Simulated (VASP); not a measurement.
Write the native input for VASP 6.6.1 that does the following.

```yaml
Task: single point
Functional: PBE
Potentials_or_basis: VASP PAW PBE potentials, release 64 (P)
Cutoff: 520 eV
k_mesh: 8 × 2 × 6
Occupations: fermi-dirac, width 0.02 eV
Spin: no spin polarisation
Dipole_correction: no
Further_INCAR_settings: ALGO = Normal; EDIFF = 1e-07; NBANDS = 18
```

The structure of P lies in POSCAR:

```
P
1.0
    3.2884130382      0.0000000000      0.0000000000
    0.0000000000     34.8700019446      0.0000000000
    0.0000000000      0.0000000000      4.5873402963
P
4
Direct
    0.0000000000      0.9700352331      0.5897387230
    0.0000000000      0.0299647669      0.4102612770
    0.5000000000      0.0299647669      0.0897387230
    0.5000000000      0.9700352331      0.9102612770
```

These files were run (other wordings do the same):

INCAR

```
SYSTEM = P
PREC = Accurate
ENCUT = 520
EDIFF = 1E-7
ISMEAR = -1
SIGMA = 0.02
LREAL = .FALSE.
LASPH = .TRUE.
NELM = 60
ALGO = Normal
ISIF = 2
LWAVE = .FALSE.
LCHARG = .TRUE.
GGA = PE
LELF = .TRUE.
LVHAR = .TRUE.
NBANDS = 18
```

KPOINTS

```
Automatic mesh
0
G
  8 2 6
  0 0 0
```

Potentials or basis: VASP PAW PBE potentials, release 64 (P).

Command:

```bash
$ cat potpaw_PBE.64/P/POTCAR > POTCAR
$ mpirun -np 1 vasp_std > vasp.out
```

Results of the run:

```
Largest force          : 0.200 eV/Å
Band gap on the k mesh : 0.89 eV
```

Caveat: there is no dipole correction, which matters where the two faces differ.

Wall time 4.4 min on 1 thread of Intel(R) Xeon(R) 6975P-C (Granite Rapids), with other jobs on the host, peak memory 0.66 GiB.
